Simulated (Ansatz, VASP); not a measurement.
## One calculation of MgO, two programs

File INCAR:

```
SYSTEM = MgO
ALGO     = Normal         ! electronic algorithm
EDIFF    = 1E-6           ! SCF threshold, eV
ENCUT    = 520            ! plane-wave cutoff, eV
GGA      = PS             ! functional
ISIF     = 2              ! what is computed and relaxed
ISMEAR   = -1             ! smearing method
LASPH    = .True.         ! aspherical terms in the spheres
LCHARG   = .True.         ! write CHGCAR
LELF     = .True.         ! ELF
LREAL    = .False.        ! projectors in reciprocal space
LVHAR    = .True.       
LWAVE    = .False.        ! write WAVECAR
NBANDS   = 11             ! bands
NELM     = 80             ! most SCF steps
PREC     = Accurate       ! precision mode
SIGMA    = 0.05           ! smearing width, eV
```

Contents of KPOINTS:

```
k-points
0
Gamma
  15 15 15
  0 0 0
```

File POSCAR:

```
MgO
1.0
    0.0000000000      2.0192270526      2.0192270526
    2.0192270526      0.0000000000      2.0192270526
    2.0192270526      2.0192270526      0.0000000000
Mg O
1 1
Direct
    0.0000000000      0.0000000000      0.0000000000
    0.5000000000      0.5000000000      0.5000000000
```

Input for Ansatz:

```yaml
crystal:
  lattice:
    - [0.0, 2.0192270526, 2.0192270526]
    - [2.0192270526, 0.0, 2.0192270526]
    - [2.0192270526, 2.0192270526, 0.0]
  atoms:
    - { symbol: Mg, position: [0.0, 0.0, 0.0] }
    - { symbol: O, position: [0.5, 0.5, 0.5] }
kpoints:
  mp_grid: { grid: [15, 15, 15] }
  band_path:
    path:
      - [0.0, 0.0, 0.0]
      - [0.5, 0.0, 0.5]
      - [0.625, 0.25, 0.625]
      - [0.375, 0.375, 0.75]
      - [0.0, 0.0, 0.0]
      - [0.5, 0.5, 0.5]
      - [0.5, 0.25, 0.75]
      - [0.5, 0.0, 0.5]
    npoints: 8
scf:
  occupations: { method: fermi_dirac, width: 0.05 }
hamiltonian:
  xc: pbesol
  pseudopotentials: { kind: all_electron, lapw: { basis_error: 0.001 } }
output:
  forces: true
  stress: true
  eigenvalues: true
  populations: true
  dos: { projected: true, de: 0.2, e_range: [-14, 8] }
```

Change from the starting cell: volume scaled by 0.88, LAPW.

Alike in both runs: task single point; functional PBEsol; k mesh 15 × 15 × 15; occupations fermi-dirac, width 0.05 eV; no spin polarisation.

```csv
,VASP,Ansatz
version,VASP 6.6.1,Ansatz 0.2.0
potentials or method,"VASP PAW PBE potentials, release 64 (Mg, O), cutoff 520 eV","all-electron LAPW, scalar-relativistic"
```

```csv
,VASP,Ansatz,Ansatz less VASP
gap on the k mesh at the Fermi level (eV),5.96,5.95,-0.004
pressure (GPa),26.0,26.3,+0.24
```

VASP's potentials were made for PBE, not for PBEsol. Ansatz ran all-electron here, and VASP with PAW potentials.
